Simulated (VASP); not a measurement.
Write the native input for VASP 6.6.1 that does the following.

- Task: relaxation of cell and atoms
- Functional: PBEsol
- Potentials or basis: VASP PAW PBE potentials, release 64 (Al, N)
- Cutoff: 600 eV
- k mesh: 8 × 8 × 8
- Occupations: fermi-dirac, width 0.03 eV
- Spin: no spin polarisation
- Dipole correction: no
- Further INCAR settings: ALGO = Normal; EDIFF = 1e-07; IBRION = 2; EDIFFG = -0.01; NSW = 100; ISIF = 3

The structure of AlN lies in POSCAR:

```
AlN
1.0
    0.0000000000      2.0684150744      2.0684150744
    2.0684150744      0.0000000000      2.0684150744
    2.0684150744      2.0684150744      0.0000000000
Al N
1 1
Direct
    0.0000000000      0.0000000000      0.0000000000
    0.2500000000      0.2500000000      0.2500000000
```

One way to write it, as run:

INCAR

```
SYSTEM = AlN
PREC = Accurate ; ENCUT = 600
EDIFF = 1E-7 ; ISMEAR = -1
SIGMA = 0.03 ; LREAL = .False.
LASPH = .True. ; NELM = 60
ALGO = Normal ; ISIF = 3
LWAVE = .False. ; LCHARG = .False.
GGA = PS ; IBRION = 2
NSW = 100 ; EDIFFG = -0.01
```

KPOINTS

```
Automatic mesh
0
Gamma
  8 8 8
  0 0 0
```

Potentials or basis: VASP PAW PBE potentials, release 64 (Al, N).

Run with:

```console
$ cat potpaw_PBE.64/Al/POTCAR potpaw_PBE.64/N/POTCAR > POTCAR
$ mpirun -np 1 vasp_std > vasp.out
```

Results of the run:

```yaml
Relaxed_volume: 10.48 Å³/atom
Relaxed_cell: a = 3.095 Å, b = 3.095 Å, c = 3.095 Å, α = 60.00°, β = 60.00°, γ = 60.00°
Space_group_after_relaxing_to_0.05_Å: F-43m (No. 216)
Energy_gained_by_relaxing: 211.2 meV/atom
Ionic_steps: 17
Pressure_after_relaxing: 0.1 GPa
Band_gap_on_the_k_mesh: 3.18 eV, indirect (least direct gap 4.08 eV)
```

Caveat: the volume moved by over 15 % at a fixed basis, so the end points are rough; the PAW data sets were made with another functional, which shifts forces and pressure a little.

Run time: 13 s on 1 thread of Intel(R) Xeon(R) 6975P-C (Granite Rapids), on a shared host, peak memory 0.13 GiB.
